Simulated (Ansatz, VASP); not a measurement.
One calculation of TiAl, two programs

The input INCAR:

```
SYSTEM = TiAl
ALGO = Fast
EDIFF = 1E-7
ENCUT = 520
GGA = PS
ISIF = 2
ISMEAR = 0
LASPH = .TRUE.
LCHARG = .TRUE.
LELF = .TRUE.
LREAL = .FALSE.
LVHAR = .TRUE.
LWAVE = .FALSE.
NBANDS = 14
NELM = 60
PREC = Accurate
SIGMA = 0.15
```

File KPOINTS:

```
k-points
0
G
  21 21 12
  0 0 0
```

POSCAR

```
TiAl
1.0
    2.8850104496      0.0000000000      0.0000000000
   -1.4425052248      2.4984923395      0.0000000000
    0.0000000000      0.0000000000      4.6799630897
Ti Al
1 1
Direct
    0.0000000000      0.0000000000      0.0000000000
    0.3333333333      0.6666666667      0.5000000000
```

Input for Ansatz:

```yaml
crystal:
  lattice:
    - [2.8850104496, 0.0, 0.0]
    - [-1.4425052248, 2.4984923395, 0.0]
    - [0.0, 0.0, 4.6799630897]
  atoms:
    - { symbol: Ti, position: [0.0, 0.0, 0.0] }
    - { symbol: Al, position: [0.3333333333, 0.6666666667, 0.5] }
basis:
  ecutwfc: 520.0
kpoints:
  mp_grid: { grid: [21, 21, 12] }
hamiltonian:
  xc: pbesol
  pseudopotentials: { kind: paw, azcp: { folder: soft_1 } }
scf:
  occupations: { method: gaussian, width: 0.15 }
  lower_state_search: "off"
output:
  forces: true
  stress: true
  eigenvalues: true
```

Alike in both runs: task single point; functional PBEsol; k mesh 21 × 21 × 12; occupations gaussian, width 0.15 eV; no spin polarisation.

```csv
,VASP,Ansatz
version,VASP 6.6.1,Ansatz 0.2.0
potentials or method,"VASP PAW PBE potentials, release 64 (Ti_sv, Al), cutoff 520 eV","scalar-relativistic, plane waves, PAW"
valence electrons in the cell,15,15
```

```csv
,VASP,Ansatz,Ansatz less VASP
gap on the k mesh at the Fermi level (eV),none,none,-
pressure (GPa),-4.0,-4.1,-0.03
"traceless stress, the component that is largest in VASP (GPa)",-0.51,-0.58,-0.069
```

VASP's potentials were made for PBE, not for PBEsol, and Ansatz warns of the same on its side. A gap of «none» marks a metal or a gap that the smearing closes.
